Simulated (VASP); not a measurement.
Wanted: the native input for a VASP 6.6.1 run.

```yaml
Task: single point
Functional: PBEsol
Potentials_or_basis: VASP PAW PBE potentials, release 64 (Zr_sv, N)
Cutoff: 520 eV
k_mesh: 2 × 2 × 4
Occupations: gaussian, width 0.1 eV
Spin: no spin polarisation
Dipole_correction: no
Further_INCAR_settings: ALGO = Normal; EDIFF = 1e-06; NBANDS = 38
```

The structure of Zr2N lies in POSCAR:

```
Zr2N
1.0
    5.4130027300      0.0000000000      0.0000000000
    0.0000000000      5.4130027300      0.0000000000
    0.0000000000      0.0000000000      3.3077891900
Zr N
4 2
Direct
    0.2961254600      0.2961254600      0.0000000000
    0.7038745400      0.7038745400      0.0000000000
    0.7961254600      0.2038745400      0.5000000000
    0.2038745400      0.7961254600      0.5000000000
    0.0000000000      0.0000000000      0.0000000000
    0.5000000000      0.5000000000      0.5000000000
```

The input as run:

INCAR

```
  ALGO = Normal
  EDIFF = 1E-6
  ENCUT = 520
  GGA = PS
  ISIF = 2
  ISMEAR = 0
  LASPH = True
  LCHARG = True
  LELF = True
  LREAL = False
  LVHAR = True
  LWAVE = False
  NBANDS = 38
  NELM = 100
  PREC = Accurate
  SIGMA = 0.1
```

KPOINTS

```
k-points
0
Gamma
  2 2 4
```

Potentials or basis: VASP PAW PBE potentials, release 64 (Zr_sv, N).

Run with:

```sh
$ cat potpaw_PBE.64/Zr_sv/POTCAR potpaw_PBE.64/N/POTCAR > POTCAR
$ mpirun -np 1 vasp_std > vasp.out
```

It gave:

| Item | Value |
| --- | --- |
| Pressure | -5.2 GPa |
| Largest force | 0.197 eV/Å |
| Band gap on the k mesh | zero (bands 29 and 30 overlap by 2.52 eV) |

Caveat: the k points lie up to 0.58 Å⁻¹ apart, too coarse for converged energies and pressures of a metal; the PAW data sets were made with another functional, which shifts forces and pressure a little.

It took 15 s on 1 thread of Intel(R) Xeon(R) 6975P-C (Granite Rapids), with other jobs on the host, peak memory 0.2 GiB.
